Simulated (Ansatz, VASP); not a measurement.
## One calculation of GaSb, two programs

File INCAR:

```
PREC = Accurate
ENCUT = 520
EDIFF = 1E-6
ISMEAR = 0
SIGMA = 0.05
LREAL = F
LASPH = T
NELM = 80
ALGO = Normal
ISIF = 2
LWAVE = F
LCHARG = F
GGA = PE
NBANDS = 16
```

File KPOINTS:

```
Automatic mesh
0
Gamma
  6 6 6
```

File POSCAR:

```
GaSb
1.0
    0.0000000000      3.1093730451      3.1093730451
    3.1093730451      0.0000000000      3.1093730451
    3.1093730451      3.1093730451      0.0000000000
Ga Sb
1 1
Direct
    0.0000000000      0.0000000000      0.0000000000
    0.7500000000      0.7500000000      0.7500000000
```

Input for Ansatz:

```yaml
crystal:
  lattice:
    - [0.0, 3.1093730451, 3.1093730451]
    - [3.1093730451, 0.0, 3.1093730451]
    - [3.1093730451, 3.1093730451, 0.0]
  atoms:
    - { symbol: Ga, position: [0.0, 0.0, 0.0] }
    - { symbol: Sb, position: [0.75, 0.75, 0.75] }
basis:
  ecutwfc: 420
  ecutrho_ratio: 4
kpoints:
  mp_grid: { grid: [6, 6, 6] }
hamiltonian:
  xc: pbe
scf:
  occupations: { method: gaussian, width: 0.05 }
output:
  forces: true
  stress: true
  eigenvalues: true
```

Alike in both runs: task single point; functional PBE; k mesh 6 × 6 × 6; occupations gaussian, width 0.05 eV; no spin polarisation.

|  | VASP | Ansatz |
| --- | --- | --- |
| version | VASP 6.6.1 | Ansatz 0.2.0 |
| potentials or method | VASP PAW PBE potentials, release 64 (Ga_d, Sb), cutoff 520 eV | scalar-relativistic, plane waves, PAW |
| valence electrons in the cell | 18 | 28 |

Ansatz gave:

| Quantity | Value |
| --- | --- |
| gap on the k mesh at the Fermi level (eV) | none |
| pressure (GPa) | 0.0 |

Q: Estimate VASP's values.

A: gap on the k mesh at the Fermi level (eV): none; pressure (GPa): 0.1.

A gap of «none» marks a metal or a gap that the smearing closes. The functional is the same, so the differences come from potentials, cutoffs and numerics. VASP's potentials hold 18 valence electrons a cell and Ansatz's 28, so a difference there can come from the potentials and not from the codes.

Spin-orbit coupling is off throughout.
